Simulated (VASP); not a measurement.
# HfN (Fm-3m) in VASP: notebook

The runs below take HfN through relaxation of cell and atoms, with PBEsol, LDA, r2SCAN.

Everything below comes from runs of VASP 6.6.1. Logs are shortened: lines on timing, memory, paths and dates and some standing lists are left out, and cuts for length are marked.

## Step 1: The cell of the first run

It takes space group Fm-3m (No. 225, cubic). The conventional cell has a = 4.512 Å, b = 4.512 Å, c = 4.512 Å, α = 90.00°, β = 90.00°, γ = 90.00°. Within 3.0 Å of Hf (site symmetry m-3m) lie 6 N at 2.26 Å. Within 3.0 Å of N (site symmetry m-3m) lie 6 Hf at 2.26 Å.

## Step 2: Relaxation of cell and atoms, PBEsol

The input, INCAR:

```
SYSTEM = HfN
PREC     = Accurate       ! precision mode
ENCUT    = 600            ! plane-wave cutoff, eV
EDIFF    = 1E-7           ! SCF threshold, eV
ISMEAR   = -1             ! smearing method
SIGMA    = 0.1            ! smearing width, eV
LREAL    = .False.        ! projectors in reciprocal space
LASPH    = .True.         ! aspherical terms in the spheres
NELM     = 80             ! most SCF steps
ALGO     = Normal         ! electronic algorithm
ISIF     = 3              ! what is computed and relaxed
LWAVE    = .False.        ! write WAVECAR
LCHARG   = .False.        ! write CHGCAR
GGA      = PS             ! functional
IBRION   = 2              ! ionic algorithm
NSW      = 80             ! ionic steps
EDIFFG   = -0.01          ! ionic threshold
```

The input, KPOINTS:

```
regular mesh
0
Gamma
  12 12 12
  0 0 0
```

The input, POSCAR:

```
HfN
1.0
    0.0000000000      2.2560000000      2.2560000000
    2.2560000000      0.0000000000      2.2560000000
    2.2560000000      2.2560000000      0.0000000000
Hf N
1 1
Direct
    0.0000000000      0.0000000000      0.0000000000
    0.5000000000      0.5000000000      0.5000000000
```

Potentials or basis: VASP PAW PBE potentials, release 64 (Hf_pv, N).

Command:

```
$ cat potpaw_PBE.64/Hf_pv/POTCAR potpaw_PBE.64/N/POTCAR > POTCAR
$ mpirun -np 1 vasp_std > vasp.out
```

OUTCAR:

```text
SYSTEM = HfN
   PREC = Accurate
   ENCUT = 600
   EDIFF = 1E-7
   ISMEAR = -1
   LREAL = .False.
   LASPH = .True.
   NELM = 80
   ISIF = 3
   GGA = PS
   IBRION = 2
   NSW = 80
   EDIFFG = -0.01

 ion  position               nearest neighbor table
   1  0.000  0.000  0.000-   2 2.26   2 2.26   2 2.26   2 2.26   2 2.26   2 2.26
   2  0.500  0.500  0.500-   1 2.26   1 2.26   1 2.26   1 2.26   1 2.26   1 2.26

  LATTYP: Found a face centered cubic cell.
 ALAT       =     4.5120000000

  Lattice vectors:

 A1 = (   0.0000000000,   2.2560000000,   2.2560000000)
 A2 = (   2.2560000000,   0.0000000000,   2.2560000000)
 A3 = (   2.2560000000,   2.2560000000,   0.0000000000)

Analysis of symmetry for initial positions (statically):
=====================================================================
 Subroutine PRICEL returns:
 Original cell was already a primitive cell.

 Routine SETGRP: Setting up the symmetry group for a
 face centered cubic supercell.

 Subroutine GETGRP returns: Found 48 space group operations
 (whereof 48 operations were pure point group operations)
 out of a pool of 48 trial point group operations.

The static configuration has the point symmetry O_h .

Analysis of symmetry for dynamics (positions and initial velocities):
=====================================================================
 Subroutine PRICEL returns:
 Original cell was already a primitive cell.

 Routine SETGRP: Setting up the symmetry group for a
 face centered cubic supercell.

 Subroutine GETGRP returns: Found 48 space group operations
 (whereof 48 operations were pure point group operations)
 out of a pool of 48 trial point group operations.

The dynamic configuration has the point symmetry O_h .

 Subroutine INISYM returns: Found 48 space group operations
 (whereof 48 operations are pure point group operations),
 and found     1 'primitive' translations

----------------------------------------------------------------------------------------

                                     Primitive cell

  volume of cell :      22.9640

  direct lattice vectors                    reciprocal lattice vectors
     0.000000000  2.256000000  2.256000000    -0.221631206  0.221631206  0.221631206
     2.256000000  0.000000000  2.256000000     0.221631206 -0.221631206  0.221631206
     2.256000000  2.256000000  0.000000000     0.221631206  0.221631206 -0.221631206

  length of vectors
     3.190465797  3.190465797  3.190465797     0.383876509  0.383876509  0.383876509

  position of ions in fractional coordinates (direct lattice)
     0.000000000  0.000000000  0.000000000
     0.500000000  0.500000000  0.500000000

  ion indices of the primitive-cell ions
   primitive index   ion index
                 1           1
                 2           2

----------------------------------------------------------------------------------------

 KPOINTS: regular mesh

Automatic generation of k-mesh.
 Grid dimensions read from file:
 generate k-points for:   12   12   12

 Generating k-lattice:

  Cartesian coordinates                     Fractional coordinates (reciprocal lattice)
    -0.018469267  0.018469267  0.018469267     0.083333333  0.000000000  0.000000000
     0.018469267 -0.018469267  0.018469267     0.000000000  0.083333333  0.000000000
     0.018469267  0.018469267 -0.018469267     0.000000000  0.000000000  0.083333333

  Length of vectors
     0.031989709  0.031989709  0.031989709

  Shift w.r.t. Gamma in fractional coordinates (k-lattice)
     0.000000000  0.000000000  0.000000000

 Subroutine IBZKPT returns following result:
 ===========================================

 Found     72 irreducible k-points:

 Following reciprocal coordinates:
            Coordinates               Weight
  0.000000  0.000000  0.000000      1.000000
  0.083333  0.000000  0.000000      8.000000
  0.166667  0.000000  0.000000      8.000000
  0.250000  0.000000  0.000000      8.000000
  0.333333  0.000000  0.000000      8.000000
  0.416667  0.000000  0.000000      8.000000
[... 16 lines left out ...]
  0.500000  0.166667  0.000000     24.000000
 -0.416667  0.166667  0.000000     24.000000
 [... further k-points ...]
   k-points           NKPTS =     72   k-points in BZ     NKDIM =     72   number of bands    NBANDS=     11
   number of dos      NEDOS =    301   number of ions     NIONS =      2
   total plane-waves  NPLWV =  21952
   dimension x,y,z NGX =    28 NGY =   28 NGZ =   28
   dimension x,y,z NGXF=    56 NGYF=   56 NGZF=   56
   ions per type =               1   1
   NGX,Y,Z   is equivalent  to a cutoff of  14.59, 14.59, 14.59 a.u.
   NGXF,Y,Z  is equivalent  to a cutoff of  29.18, 29.18, 29.18 a.u.
 SYSTEM =  HfN
   PREC   = accura    normal or accurate (medium, high low for compatibility)
   ISTART =      0    job   : 0-new  1-cont  2-samecut
   ICHARG =      2    charge: 1-file 2-atom 10-const
   ISPIN  =      1    spin polarized calculation?
   LNONCOLLINEAR =      F non collinear calculations
   LSORBIT =      F    spin-orbit coupling
   LASPH  =      T    aspherical Exc in radial PAW
   ENCUT  =  600.0 eV  44.10 Ry    6.64 a.u.   6.37  6.37  6.37*2*pi/ulx,y,z
   NELM   =     80;   NELMIN=  2; NELMDL= -5     # of ELM steps
   EDIFF  = 0.1E-06   stopping-criterion for ELM
   LREAL  =      F    real-space projection
   EDIFFG = -.1E-01   stopping-criterion for IOM
   NSW    =     80    number of steps for IOM
   IBRION =      2    ionic relax: 0-MD 1-quasi-New 2-CG
   NFREE  =      1    steps in history (QN), initial steepest desc. (CG)
   ISIF   =      3    stress and relaxation
   ISYM   =      2    0-nonsym 1-usesym 2-fastsym
   POTIM  = 0.5000    time-step for ionic-motion
   TEBEG  =    0.0;   TEEND  =   0.0 temperature during run
   PSTRESS=    0.0 pullay stress
   NELECT =      15.0000    total number of electrons
   NUPDOWN=      -1.0000    fix difference up-down
   EMIN   =  10.00;   EMAX   =-10.00  energy-range for DOS
   EFERMI =   0.00;   METHOD = LEGACY
   ISMEAR =    -1;   SIGMA  =   0.10  broadening in eV -4-tet -1-fermi 0-gaus
   EFERMI_NEDOS =   21; number of points for ismear=-14 and -15
   IALGO  =     38    algorithm
   IMIX   =      4    mixing-type and parameters
     AMIX     =   0.40;   BMIX     =  1.00
     AMIX_MAG =   1.60;   BMIX_MAG =  1.00
  volume/ion in A,a.u.               =      11.48        77.48
  Fermi-wavevector in a.u.,A,eV,Ry     =   1.420440  2.684242 27.451783  2.017649
  Thomas-Fermi vector in A             =   2.541355
   LORBIT       =      0    0 simple, 1 ext, 2 COOP (PROOUT), +10 PAW based schemes
   GGA     = PS    functional components
   LHFCALC =     F    Hartree Fock is set to
   AEXX    =    0.0000 exact exchange contribution
   IVDW    =     0    specifies the selected vdW correction
   LEPSILON=     F    determine dielectric tensor
   LRPA    =     F    only Hartree local field effects (RPA)
 conjugate gradient relaxation of ions
 non-spin polarized calculation
  energy-cutoff  :      600.00
  volume of cell :       22.96
 maximum number of plane-waves:       779
 NGX is ok and might be reduce to    28
   NGX = 13   NGY = 13   NGZ = 13

--------------------------------------- Ionic step        1  -------------------------------------------

 number of electron      15.0000002 magnetization

 Free energy of the ion-electron system (eV)
  ---------------------------------------------------
  ext. energy  EPLUGINS =         0.00000000
  ---------------------------------------------------
  free energy    TOTEN  =       -23.00595794 eV

  energy without entropy =      -22.99046265  energy(sigma->0) =      -22.99821030

------------------------ aborting loop because EDIFF is reached ----------------------------------------

  FORCE on cell =-STRESS in cart. coord.  units (eV):
  Direction    XX          YY          ZZ          XY          YZ          ZX
  --------------------------------------------------------------------------------------
  -------------------------------------------------------------------------------------
  Total       -0.6064842     -0.6064842     -0.6064842      0.0000000      0.0000000      0.0000000
  in kB      -42.3138771    -42.3138771    -42.3138771      0.0000000      0.0000000      0.0000000
  external PRESSURE =     -42.3138771 kB  Pullay stress =       0.0000000 kB
[... 57 lines left out ...]
  energy  without entropy=      -22.9782557559  energy(sigma->0) =      -22.98539583

--------------------------------------- Ionic step        3  -------------------------------------------

 number of electron      15.0000002 magnetization

 Free energy of the ion-electron system (eV)
  ---------------------------------------------------
  ext. energy  EPLUGINS =         0.00000000
  ---------------------------------------------------
  free energy    TOTEN  =       -23.01053766 eV

  energy without entropy =      -22.99545700  energy(sigma->0) =      -23.00299733

 E-fermi :   8.3647     XC(G=0): -12.9929

 val. band max:        8.3017393311   @ k =  -0.0833   0.0833   0.0000
 cond. band min:       8.4550731279   @ k =  -0.1667   0.2500   0.0833
 fundamental gap:      0.1533337968
 Fermi energy:         8.3647175878

 k-point     1 :       0.0000    0.0000    0.0000
  band No.  band energies     occupation
      1     -22.6170      2.00000
      2     -22.6170      2.00000
      3     -22.6170      2.00000
      4      -9.1862      2.00000
      5       5.3587      2.00000
      6       5.3587      2.00000
      7       5.3587      2.00000
      8       7.9853      1.95598
      9       7.9853      1.95598
     10       7.9853      1.95598
     11      10.3605      0.00000
[... 309 lines left out ...]
 k-point    24 :      -0.4167    0.1667    0.0000
  band No.  band energies     occupation
      1     -23.5472      2.00000
      2     -22.8937      2.00000
      3     -22.7466      2.00000
      4      -6.6802      2.00000
      5       0.0805      2.00000
      6       2.3672      2.00000
      7       2.4715      2.00000
      8      10.5087      0.00000
      9      11.2503      0.00000
     10      11.9482      0.00000
     11      14.7617      0.00000

 [... further k-points ...]
[... 5 lines left out ...]
  --------------------------------------------------------------------------------------
  -------------------------------------------------------------------------------------
  Total       -0.0048685     -0.0048685     -0.0048685     -0.0000000      0.0000000      0.0000000
  in kB       -0.3447589     -0.3447589     -0.3447589     -0.0000000      0.0000000      0.0000000
  external PRESSURE =      -0.3447589 kB  Pullay stress =       0.0000000 kB
[... 17 lines left out ...]
  FREE ENERGIE OF THE ION-ELECTRON SYSTEM (eV)
  ---------------------------------------------------
  free  energy   TOTEN  =       -23.0105376642 eV

  energy  without entropy=      -22.9954570015  energy(sigma->0) =      -23.00299733

 reached required accuracy - stopping structural energy minimisation
```

Wall time 49 s (1 thread of AMD EPYC 7R13 (Zen 3), shared host); peak memory 0.15 GiB.

What came out:

* Free energy: -23.0105 eV
* Relaxed volume: 11.31 Å³/atom
* Relaxed cell: a = 3.175 Å, b = 3.175 Å, c = 3.175 Å, α = 60.00°, β = 60.00°, γ = 60.00°
* Space group after relaxing (to 0.1 Å): Fm-3m (No. 225)
* Energy gained by relaxing: 2.3 meV/atom
* Ionic steps: 3
* Pressure after relaxing: 0.0 GPa
* Band gap on the k mesh: zero (an odd number of electrons rules out a gap without spin polarisation)

The path:
```csv
step,energy change (eV),largest force (eV/Å),pressure (GPa),volume (Å³)
1,0.0000,0.0000,-4.23,22.96
2,0.0134,0.0000,9.10,21.97
3,-0.0046,0.0000,-0.03,22.63
```

Final structure:
```
Hf N
1.0
     0.00000    2.24485    2.24485
     2.24485    0.00000    2.24485
     2.24485    2.24485    0.00000
Hf N
1 1
Direct
  0.00000 0.00000 0.00000
  0.50000 0.50000 0.50000
```

Caveat: the PAW data sets were made with another functional, which shifts forces and pressure a little; spin-orbit coupling is left out, which moves the levels of the heavy elements; an odd number of electrons without spin polarisation forces a metal; a magnetic or distorted state may lie lower.

## Step 3: Relaxation of cell and atoms, LDA

The input, INCAR:

```
PREC = Accurate ; ENCUT = 600
EDIFF = 1E-7 ; ISMEAR = -1
SIGMA = 0.1 ; LREAL = F
LASPH = T ; NELM = 60
ALGO = Normal ; ISIF = 3
LWAVE = F ; LCHARG = F
GGA = CA ; IBRION = 2
NSW = 80 ; EDIFFG = -0.01
```

The input, KPOINTS:

```
Automatic mesh
0
Gamma
  12 12 12
```

POSCAR is that of step 2.

Potentials or basis: VASP PAW LDA potentials, release 64 (Hf_pv, N).

Command:

```
$ cat potpaw_LDA.64/Hf_pv/POTCAR potpaw_LDA.64/N/POTCAR > POTCAR
$ mpirun -np 1 vasp_std > vasp.out
```

It took 54 s on 1 thread of AMD EPYC 7R13 (Zen 3), shared host; peak memory 0.14 GiB.

Results (log left out):

* Free energy: -23.8861 eV
* Relaxed volume: 11.10 Å³/atom
* Relaxed cell: a = 3.155 Å, b = 3.155 Å, c = 3.155 Å, α = 60.00°, β = 60.00°, γ = 60.00°
* Space group after relaxing (to 0.1 Å): Fm-3m (No. 225)
* Energy gained by relaxing: 11.8 meV/atom
* Ionic steps: 4
* Pressure after relaxing: 0.0 GPa
* Band gap on the k mesh: zero (an odd number of electrons rules out a gap without spin polarisation)

The path:
| step | energy change (eV) | largest force (eV/Å) | pressure (GPa) | volume (Å³) |
| --- | --- | --- | --- | --- |
| 1 | 0.0000 | 0.0000 | -9.64 | 22.96 |
| 2 | 0.0805 | 0.0000 | 24.26 | 20.74 |
| 3 | -0.0235 | 0.0000 | -0.24 | 22.22 |
| 4 | -0.0236 | 0.0000 | -0.02 | 22.20 |

Final structure:
```xyz
2
Lattice="0.0000 2.2309 2.2309 2.2309 0.0000 2.2309 2.2309 2.2309 0.0000" Properties=species:S:1:pos:R:3 pbc="T T T"
Hf    0.0000    0.0000    0.0000
N     2.2309    2.2309    2.2309
```

Levels at points of the mesh, in eV from the Fermi level:
| k point | band 6 | band 7 | band 8 | band 9 | band 10 | band 11 |
| --- | --- | --- | --- | --- | --- | --- |
| (0.00, 0.00, 0.00) | -2.99 | -2.99 | -0.41 | -0.41 | -0.41 | 2.00 |
| (0.50, 0.00, 0.00) | -6.34 | -6.34 | 3.45 | 3.86 | 3.86 | 4.76 |
| (0.50, 0.50, 0.00) | -3.99 | -3.62 | -3.62 | 4.25 | 5.79 | 5.79 |

Caveat: spin-orbit coupling is left out, which moves the levels of the heavy elements; an odd number of electrons without spin polarisation forces a metal; a magnetic or distorted state may lie lower. LDA usually gives volumes a few per cent too small.

## Step 4: Relaxation of cell and atoms, r2SCAN

POSCAR is that of step 3.

The input, INCAR.step1:

```
PREC = Accurate
ENCUT = 600
ISMEAR = -1
SIGMA = 0.1
LREAL = F
LASPH = T
NELM = 60
GGA = PE
ALGO = Normal
EDIFF = 1E-4
LWAVE = T
LCHARG = F
```

The input, INCAR.step2:

```
PREC = Accurate
ENCUT = 600
EDIFF = 1E-7
ISMEAR = -1
SIGMA = 0.1
LREAL = F
LASPH = T
NELM = 60
ALGO = Normal
ISIF = 3
LWAVE = F
LCHARG = F
METAGGA = R2SCAN
LMIXTAU = T
IBRION = 2
NSW = 80
EDIFFG = -0.01
ISTART = 1
```

KPOINTS is that of step 3.

Potentials or basis: VASP PAW PBE potentials, release 64 (Hf_pv, N).

Command:

```
$ cat potpaw_PBE.64/Hf_pv/POTCAR potpaw_PBE.64/N/POTCAR > POTCAR
$ cp INCAR.step1 INCAR
$ mpirun -np 1 vasp_std > vasp.out
$ cp INCAR.step2 INCAR
$ mpirun -np 1 vasp_std > vasp.out
```

Wall time 100 s (1 thread of AMD EPYC 7R13 (Zen 3), shared host); peak memory 0.16 GiB.

It converged, with:

```
Free energy             : -58.2507 eV
Pressure after relaxing : -0.1 GPa
Band gap on the k mesh  : zero (an odd number of electrons rules out a gap without spin polarisation)
```

Final structure:
```yaml
crystal:
  lattice:
    - [0.00000, 2.25600, 2.25600]
    - [2.25600, 0.00000, 2.25600]
    - [2.25600, 2.25600, 0.00000]
  atoms:
    - { symbol: Hf, position: [0.00000, 0.00000, 0.00000] }
    - { symbol: N, position: [0.50000, 0.50000, 0.50000] }
```

Levels at points of the mesh, in eV from the Fermi level:
```
           k point  band 5  band 6  band 7  band 8  band 9  band 10  band 11
(0.00, 0.00, 0.00)   -3.44   -3.44   -3.44   -0.34   -0.34    -0.34     2.02
(0.50, 0.00, 0.00)   -9.37   -6.68   -6.68    3.40    3.80     3.80     4.63
(0.50, 0.50, 0.00)   -5.94   -4.14   -4.14   -3.91    4.15     5.59     5.59
```

Caveat: the relaxation stopped at its first step, so nothing moved; the PAW data sets were made with another functional, which shifts forces and pressure a little; spin-orbit coupling is left out, which moves the levels of the heavy elements; an odd number of electrons without spin polarisation forces a metal; a magnetic or distorted state may lie lower.

## Step 5: Overview

```csv
level,potentials or basis,gap on the mesh (eV),pressure (GPa),relaxed volume (Å³/atom)
PBEsol,"VASP PAW PBE potentials, release 64 (Hf_pv, N)",none,0.0,11.31
LDA,"VASP PAW LDA potentials, release 64 (Hf_pv, N)",none,0.0,11.10
r2SCAN,"VASP PAW PBE potentials, release 64 (Hf_pv, N)",none,-0.1,-
```

Alike in all rows: task relaxation of cell and atoms; no spin polarisation; cell relaxed; k mesh 12 × 12 × 12; cutoff (eV) 600; smearing fermi-dirac 0.1 eV.

Caveats: spin-orbit coupling is left out, which moves the levels of the heavy elements; an odd number of electrons without spin polarisation forces a metal; a magnetic or distorted state may lie lower; the PAW data sets were made with another functional, which shifts forces and pressure a little (at least some runs); the relaxation stopped at its first step, so nothing moved (at least some runs).

Total energies depend on the potentials used, so only differences within one code and one set of settings carry meaning.

The gap in the log of VASP goes by the Fermi energy; the results here count the filled bands.